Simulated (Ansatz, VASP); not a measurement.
## GaSb in VASP and in Ansatz

File POSCAR:

```
GaSb
1.0
   -2.7534340000      2.7534340000      1.5907070000
    2.7534340000     -2.7534340000      1.5907070000
    2.7534340000      2.7534340000     -1.5907070000
Sb Ga
1 1
Direct
    0.0000000000      0.0000000000      0.0000000000
    0.7500000000      0.2500000000      0.5000000000
```

Contents of INCAR.step1:

```
SYSTEM = GaSb
PREC = Accurate
ENCUT = 520
EDIFF = 1E-5
ISMEAR = -1
SIGMA = 0.05
LREAL = .FALSE.
LASPH = .TRUE.
NELM = 80
ALGO = Normal
ISIF = 2
LWAVE = .TRUE.
LCHARG = .FALSE.
GGA = PE
NBANDS = 16
LUSENCCL = .FALSE.
```

File INCAR.step2:

```
SYSTEM = GaSb
PREC = Accurate
ENCUT = 520
EDIFF = 1E-6
ISMEAR = -1
SIGMA = 0.05
LREAL = .FALSE.
LASPH = .TRUE.
NELM = 80
ALGO = Normal
ISIF = 2
LWAVE = .FALSE.
LCHARG = .FALSE.
GGA = PE
LHFCALC = .TRUE.
AEXX = 0.25
HFSCREEN = 0.4
PRECFOCK = Normal
ISTART = 1
NBANDS = 16
LUSENCCL = .FALSE.
```

File KPOINTS:

```
regular mesh
0
G
  5 5 5
  0 0 0
```

The input input.yaml:

```yaml
crystal:
  lattice:
    - [-2.753434, 2.753434, 1.590707]
    - [2.753434, -2.753434, 1.590707]
    - [2.753434, 2.753434, -1.590707]
  atoms:
    - { symbol: Sb, position: [0.0, 0.0, 0.0] }
    - { symbol: Ga, position: [0.75, 0.25, 0.5] }
hamiltonian:
  xc: { exchange: pbe, correlation: pbe, exx: { coeff: 0.25, omega: 0.4 } }
  pseudopotentials: { kind: paw }
kpoints:
  mp_grid: { grid: [5, 5, 5] }
scf:
  occupations: { method: fermi_dirac, width: 0.05 }
output:
  forces: true
  stress: true
  eigenvalues: true
```

Alike in both runs: task single point; functional PBE-based screened hybrid; k mesh 5 × 5 × 5; occupations fermi-dirac, width 0.05 eV; no spin polarisation.

```csv
,VASP,Ansatz
version,VASP 6.6.1,Ansatz 0.2.0
potentials or method,"VASP PAW PBE potentials, release 64 (Sb, Ga_d)",Ansatz PAW
plane-wave cutoff (eV),520,420
valence electrons in the cell,18,28
```

|  | VASP | Ansatz | Ansatz less VASP |
| --- | --- | --- | --- |
| gap on the k mesh at the Fermi level (eV) | none | none | - |
| pressure (GPa) | -1.4 | -1.0 | +0.36 |
| traceless stress, the component that is largest in VASP (GPa) | 0.46 | 0.43 | -0.031 |

VASP's potentials were made for PBE, not for PBE-based screened hybrid. A gap of «none» marks a metal or a gap that the smearing closes. The functional is the same, so the differences come from potentials, cutoffs and numerics. VASP's potentials hold 18 valence electrons a cell and Ansatz's 28, so a difference there can come from the potentials and not from the codes.

The k mesh is coarse, so the values compare programs but aren't converged. Spin-orbit coupling is off throughout.
